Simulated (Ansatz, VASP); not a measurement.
**Ga in VASP and in Ansatz**

```xyz
2
Lattice="1.3502 -3.9070 0.0000 1.3502 3.9070 0.0000 0.0000 0.0000 3.2870" Properties=species:S:1:pos:R:3 pbc="T T T"
Ga    1.3502   -2.8627    0.8217
Ga    1.3502    2.8627    2.4652
```

Alike in both runs: functional LDA; k mesh 16 × 16 × 14; occupations fermi-dirac, width 0.15 eV; no spin polarisation.

Ansatz relaxed the structure, and its values are those at the end. VASP's run is a single point on that final structure, the one shown.

|  | VASP | Ansatz |
| --- | --- | --- |
| version | VASP 6.6.1 | Ansatz 0.2.0 |
| potentials or method | VASP PAW LDA potentials, release 64 (Ga_d), cutoff 520 eV | scalar-relativistic, plane waves, PAW |
| valence electrons in the cell | 26 | 26 |

VASP gave:

```
gap on the k mesh at the Fermi level (eV) : none
pressure (GPa)                            : 0.1
```

Estimate Ansatz's values.

gap on the k mesh at the Fermi level (eV): none; pressure (GPa): 0.0.

LDA's correlation is that of Perdew and Zunger in VASP and of Perdew and Wang (1992) in Ansatz. A gap of «none» marks a metal or a gap that the smearing closes.
